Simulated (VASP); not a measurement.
GaAs, 2 atoms in the cell. The structure is cubic, space group F-43m (No. 216). Conventional cell: a = 5.550 Å, b = 5.550 Å, c = 5.550 Å, α = 90.00°, β = 90.00°, γ = 90.00°. Ga (site symmetry -43m) has 4 As at 2.40 Å within 3.2 Å. Within 3.2 Å of As (site symmetry -43m) lie 4 Ga at 2.40 Å.  This cell differs from its parent crystal: volume changed by -6%.

```yaml
Program: VASP 6.6.1
Task: single point
Functional: r2SCAN
Potentials_or_basis: VASP PAW PBE potentials, release 64 (Ga_d, As)
Cutoff: 550 eV
k_mesh: 6 × 6 × 6
Occupations: gaussian, width 0.01 eV
Spin: no spin polarisation
Dipole_correction: no
Further_INCAR_settings: ALGO = Normal; EDIFF = 1e-06; NBANDS = 16
```

Potentials or basis: VASP PAW PBE potentials, release 64 (Ga_d, As).

The run is started by

```console
$ cat potpaw_PBE.64/Ga_d/POTCAR potpaw_PBE.64/As/POTCAR > POTCAR
$ cp INCAR.step1 INCAR
$ mpirun -np 1 vasp_std > vasp.out
$ cp INCAR.step2 INCAR
$ mpirun -np 1 vasp_std > vasp.out
```

Hardware: 1 thread of Intel Xeon 8259CL (shared host).

Task: How long does it take, and how much memory?

Result: Wall time 110 s on 1 thread of Intel Xeon 8259CL, with other jobs on the host, peak memory 0.17 GiB. Counts: k points 16.
